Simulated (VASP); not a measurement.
# ZnAu (Pm-3m) in VASP: a series of runs, part 2 of 2

VASP 6.6.1. The steps go on from the part before.

## Step 4: Single point, PBE (strained)

The input, INCAR:

```
ALGO = Fast
EDIFF = 1E-6
ENCUT = 520
GGA = PE
ISIF = 2
ISMEAR = 0
LASPH = T
LCHARG = F
LREAL = F
LWAVE = F
NBANDS = 18
NELM = 100
PREC = Accurate
SIGMA = 0.1
```

The input, KPOINTS:

```
k-points
0
Gamma
  14 14 14
```

The input, POSCAR:

```
ZnAu
1.0
    3.2634075300      0.0000000000      0.0000000000
    0.0000000000      3.2634075300      0.0000000000
    0.0000000000      0.0000000000      3.2634075300
Zn Au
1 1
Direct
    0.5000000000      0.5000000000      0.5000000000
    0.0000000000      0.0000000000      0.0000000000
```

Potentials or basis: VASP PAW PBE potentials, release 64 (Zn, Au).

Launch:

```
$ cat potpaw_PBE.64/Zn/POTCAR potpaw_PBE.64/Au/POTCAR > POTCAR
$ mpirun -np 1 vasp_std > vasp.out
```

OUTCAR:

```text
EDIFF = 1E-6
   ENCUT = 520
   GGA = PE
   ISIF = 2
   ISMEAR = 0
   LASPH = T
   LREAL = F
   NELM = 100
   PREC = Accurate

 ion  position               nearest neighbor table
   1  0.500  0.500  0.500-   2 2.83   2 2.83   2 2.83   2 2.83   2 2.83   2 2.83   2 2.83   2 2.83

   2  0.000  0.000  0.000-   1 2.83   1 2.83   1 2.83   1 2.83   1 2.83   1 2.83   1 2.83   1 2.83

  LATTYP: Found a simple cubic cell.
 ALAT       =     3.2634075300

  Lattice vectors:

 A1 = (   3.2634075300,   0.0000000000,   0.0000000000)
 A2 = (   0.0000000000,   3.2634075300,   0.0000000000)
 A3 = (   0.0000000000,   0.0000000000,   3.2634075300)

Analysis of symmetry for initial positions (statically):
=====================================================================
 Subroutine PRICEL returns:
 Original cell was already a primitive cell.

 Routine SETGRP: Setting up the symmetry group for a
 simple cubic supercell.

 Subroutine GETGRP returns: Found 48 space group operations
 (whereof 48 operations were pure point group operations)
 out of a pool of 48 trial point group operations.

[... 155 lines left out ...]
 Free energy of the ion-electron system (eV)
  ---------------------------------------------------
  ext. energy  EPLUGINS =         0.00000000
  ---------------------------------------------------
  free energy    TOTEN  =        -4.69435423 eV

  energy without entropy =       -4.69108701  energy(sigma->0) =       -4.69272062

 E-fermi :   5.7955     XC(G=0): -11.7658

 val. band max:        5.7869338760   @ k =   0.3571   0.2857   0.0714
 cond. band min:       5.8079810738   @ k =   0.5000   0.4286   0.2857
 fundamental gap:      0.0210471978
 Fermi energy:         5.7954830109

 k-point     1 :       0.0000    0.0000    0.0000
  band No.  band energies     occupation
      1      -3.8203      2.00000
      2      -1.8446      2.00000
      3      -1.8446      2.00000
      4      -1.3713      2.00000
      5      -1.3713      2.00000
      6      -1.3713      2.00000
[... 481 lines left out ...]
      5      -1.3649      2.00000
      6      -0.8394      2.00000
[... 10 lines left out ...]
     17      19.1561      0.00000
     18      19.7139      0.00000

 [... further k-points ...]
[... 5 lines left out ...]
  --------------------------------------------------------------------------------------
  -------------------------------------------------------------------------------------
  Total       -1.4509863     -1.4509863     -1.4509863      0.0000000      0.0000000     -0.0000000
  in kB      -66.8898109    -66.8898109    -66.8898109      0.0000000      0.0000000     -0.0000000
  external PRESSURE =     -66.8898109 kB  Pullay stress =       0.0000000 kB

 VOLUME and BASIS-vectors are now :
 -----------------------------------------------------------------------------
  energy-cutoff  :      520.00
  volume of cell :       34.75
      direct lattice vectors                 reciprocal lattice vectors
     3.263407530  0.000000000  0.000000000     0.306428171  0.000000000  0.000000000
     0.000000000  3.263407530  0.000000000     0.000000000  0.306428171  0.000000000
     0.000000000  0.000000000  3.263407530     0.000000000  0.000000000  0.306428171

 POSITION                                       TOTAL-FORCE (eV/Angst)
 -----------------------------------------------------------------------------------
      1.63170      1.63170      1.63170         0.000000      0.000000      0.000000
      0.00000      0.00000      0.00000         0.000000      0.000000      0.000000
 -----------------------------------------------------------------------------------
    total drift:                                0.000000      0.000000     -0.000000

  FREE ENERGIE OF THE ION-ELECTRON SYSTEM (eV)
  ---------------------------------------------------
  free  energy   TOTEN  =        -4.6943542329 eV

  energy  without entropy=       -4.6910870079  energy(sigma->0) =       -4.69272062
```

OSZICAR:

```text
N       E                     dE             d eps       ncg     rms          rms(c)
DAV:   1     0.131047629474E+03    0.13105E+03   -0.11463E+04  4440   0.160E+03
DAV:   2     0.467202244030E+00   -0.13058E+03   -0.12428E+03  4392   0.309E+02
DAV:   3    -0.504714733377E+01   -0.55143E+01   -0.54693E+01  4780   0.685E+01
DAV:   4    -0.509705175966E+01   -0.49904E-01   -0.49883E-01  4756   0.575E+00
DAV:   5    -0.509757847111E+01   -0.52671E-03   -0.52670E-03  4614   0.634E-01    0.640E+00
RMM:   6    -0.472210827160E+01    0.37547E+00   -0.88427E-01  4401   0.812E+00    0.432E+00
RMM:   7    -0.470166402792E+01    0.20444E-01   -0.32765E-02  4758   0.162E+00    0.242E+00
RMM:   8    -0.469447042583E+01    0.71936E-02   -0.74140E-03  4712   0.845E-01    0.973E-02
RMM:   9    -0.469436908886E+01    0.10134E-03   -0.16380E-03  5021   0.395E-01    0.133E-01
RMM:  10    -0.469438453858E+01   -0.15450E-04   -0.23099E-04  5432   0.130E-01    0.773E-02
RMM:  11    -0.469436885953E+01    0.15679E-04   -0.42383E-05  5263   0.506E-02    0.534E-02
RMM:  12    -0.469435597619E+01    0.12883E-04   -0.25854E-05  4998   0.523E-02    0.229E-02
RMM:  13    -0.469435418235E+01    0.17938E-05   -0.91388E-06  4225   0.233E-02    0.424E-03
RMM:  14    -0.469435423292E+01   -0.50567E-07   -0.82953E-07  2644   0.811E-03
   1 F= -.46943542E+01 E0= -.46927206E+01  d E =-.326723E-02
```

stdout:

```text
POSCAR found type information on POSCAR ZnAu
 POSCAR found :  2 types and       2 ions
 scaLAPACK will be used
 LDA part: xc-table for (Slater+PW92), standard interpolation
 POSCAR, INCAR and KPOINTS ok, starting setup
 FFT: planning ... GRIDC
 FFT: planning ... GRID_SOFT
 FFT: planning ... GRID
 WAVECAR not read
 entering main loop
WARNING in EDDRMM: call to ZHEGV failed, returncode =   6  3     18
```

Run time: 19 s. Hardware: 1 thread of Intel Xeon 6975P-C (Granite Rapids), shared host; peak memory 0.2 GiB.

What came out:

- Free energy: -4.6944 eV
- Pressure: -6.7 GPa
- Band gap on the k mesh: zero (an odd number of electrons rules out a gap without spin polarisation)

Caveat: the cell differs from its parent crystal (strained); the cell stands under tension; spin-orbit coupling is left out, which moves the levels of the heavy elements.

## Step 5: Single point, PBE (strained)

The input, INCAR:

```
SYSTEM = ZnAu
ALGO = Normal ; EDIFF = 1E-6
ENCUT = 520 ; GGA = PE
ISIF = 2 ; ISMEAR = 0
LASPH = .TRUE. ; LCHARG = .FALSE.
LREAL = .FALSE. ; LWAVE = .FALSE.
NBANDS = 18 ; NELM = 80
PREC = Accurate ; SIGMA = 0.1
```

The input, KPOINTS:

```
k-points
0
G
  14 14 14
  0 0 0
```

The input, POSCAR:

```
ZnAu
1.0
    3.2739814500      0.0000000000      0.0000000000
    0.0000000000      3.2739814500      0.0000000000
    0.0000000000      0.0000000000      3.2739814500
Zn Au
1 1
Direct
    0.5000000000      0.5000000000      0.5000000000
    0.0000000000      0.0000000000      0.0000000000
```

Launch:

```
$ cat potpaw_PBE.64/Zn/POTCAR potpaw_PBE.64/Au/POTCAR > POTCAR
$ mpirun -np 1 vasp_std > vasp.out
```

Wall time 16 s (1 thread of Intel Xeon 6975P-C (Granite Rapids), shared host); peak memory 0.2 GiB.

Results (log left out):

* Free energy: -4.6795 eV
* Pressure: -7.4 GPa
* Band gap on the k mesh: zero (an odd number of electrons rules out a gap without spin polarisation)

Levels at points of the mesh, in eV from the Fermi level:
```
           k point  band 10  band 11  band 12  band 13  band 14  band 15
(0.00, 0.00, 0.00)    -3.51    -3.51     4.86     4.86     4.86     7.46
(0.50, 0.00, 0.00)    -4.42    -3.61    -2.31    10.22    10.24    10.24
(0.50, 0.50, 0.00)    -3.00    -1.48    -1.48     0.49     1.86     9.79
(0.50, 0.50, 0.50)    -2.97     1.08     2.92     3.67     3.67     3.67
```

Caveat: the cell differs from its parent crystal (strained); the cell stands under tension; spin-orbit coupling is left out, which moves the levels of the heavy elements.

## Step 6: Overview

| cell | gap on the mesh (eV) | pressure (GPa) |
| --- | --- | --- |
| a = 3.219 Å, 2 atoms | none | -3.2 |
| a = 3.255 Å, 2 atoms | none | -6.1 |
| a = 3.263 Å, 2 atoms | none | -6.7 |
| a = 3.274 Å, 2 atoms | none | -7.4 |

Alike in all rows: task single point; level PBE; potentials or basis VASP PAW PBE potentials, release 64 (Zn, Au); no spin polarisation; k mesh 14 × 14 × 14; cutoff (eV) 520; smearing gaussian 0.1 eV.

Caveats: the cell stands under tension; spin-orbit coupling is left out, which moves the levels of the heavy elements.

Absolute energies hang on the potentials; compare differences alone.

The gap in the log of VASP goes by the Fermi energy; the results here count the filled bands.